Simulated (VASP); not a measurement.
Input of a VASP 6.6.1 run:

Contents of INCAR:

```
PREC = Accurate
ENCUT = 520
EDIFF = 1E-6
ISMEAR = -1
SIGMA = 0.1
LREAL = False
LASPH = True
NELM = 80
ALGO = Normal
ISIF = 2
LWAVE = False
LCHARG = False
GGA = RP
NBANDS = 25
```

The input KPOINTS:

```
Automatic mesh
0
Gamma
  9 9 12
```

Contents of POSCAR:

```
Ti
1.0
    4.5018629845      0.0000000000      0.0000000000
   -2.2509314922      3.8987277089      0.0000000000
    0.0000000000      0.0000000000      2.7784502438
Ti
3
Direct
    0.0000000000      0.0000000000      0.0000000000
    0.3333333333      0.6666666667      0.5000000000
    0.6666666667      0.3333333333      0.5000000000
```

Potentials or basis: VASP PAW PBE potentials, release 64 (Ti_sv).

Run with:

```sh
$ cat potpaw_PBE.64/Ti_sv/POTCAR > POTCAR
$ mpirun -np 1 vasp_std > vasp.out
```

Task: Predict the pressure.

Result: 9.9 GPa.

Task: Predict the band gap on the k mesh.

Result: Zero (bands 18 and 19 overlap by 0.30 eV).

Stress tensor (GPa, compression positive):
```
 9.68  0.00  0.00
 0.00  9.68  0.00
 0.00  0.00 10.26
```

Caveat: the cell stands under pressure; the PAW data sets were made with another functional, which shifts forces and pressure a little.
